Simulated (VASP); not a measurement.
Set up this calculation in VASP 6.6.1, as the native input.

```
Task                   : single point
Functional             : LDA
Potentials or basis    : VASP PAW LDA potentials, release 64 (B, N)
Cutoff                 : 520 eV
k mesh                 : 12 × 12 × 4
Occupations            : gaussian, width 0.05 eV
Spin                   : no spin polarisation
Dipole correction      : no
Further INCAR settings : ALGO = Normal; EDIFF = 1e-06; NBANDS = 16
```

The structure of BN lies in POSCAR:

```
BN
1.0
    2.5286675572      0.0000000000      0.0000000000
   -1.2643337786      2.1898903423      0.0000000000
    0.0000000000      0.0000000000      6.2898076819
B N
2 2
Direct
    0.3333333333      0.6666666667      0.2500000000
    0.6666666667      0.3333333333      0.7500000000
    0.3333333333      0.6666666667      0.7500000000
    0.6666666667      0.3333333333      0.2500000000
```

This cell differs from its parent crystal: volume 8.707 Å^3 an atom, c/a of the conventional cell 2.4874.

These files were run (other wordings do the same):

INCAR

```
SYSTEM = BN
PREC = Accurate
ENCUT = 520
EDIFF = 1E-6
ISMEAR = 0
SIGMA = 0.05
LREAL = .FALSE.
LASPH = .TRUE.
NELM = 100
ALGO = Normal
ISIF = 2
LWAVE = .FALSE.
LCHARG = .TRUE.
LELF = .TRUE.
LVHAR = .TRUE.
NBANDS = 16
```

KPOINTS

```
Automatic mesh
0
G
  12 12 4
  0 0 0
```

Potentials or basis: VASP PAW LDA potentials, release 64 (B, N).

Run with:

```sh
$ cat potpaw_LDA.64/B/POTCAR potpaw_LDA.64/N/POTCAR > POTCAR
$ mpirun -np 1 vasp_std > vasp.out
```

It gave:

| Property | Result |
| --- | --- |
| Pressure | -10.7 GPa |
| Band gap on the k mesh | 3.90 eV, indirect (least direct gap 4.24 eV) |

Run time: 18 s on 1 thread of Intel(R) Xeon(R) Platinum 8488C (Sapphire Rapids), with other jobs on the host, peak memory 0.14 GiB.
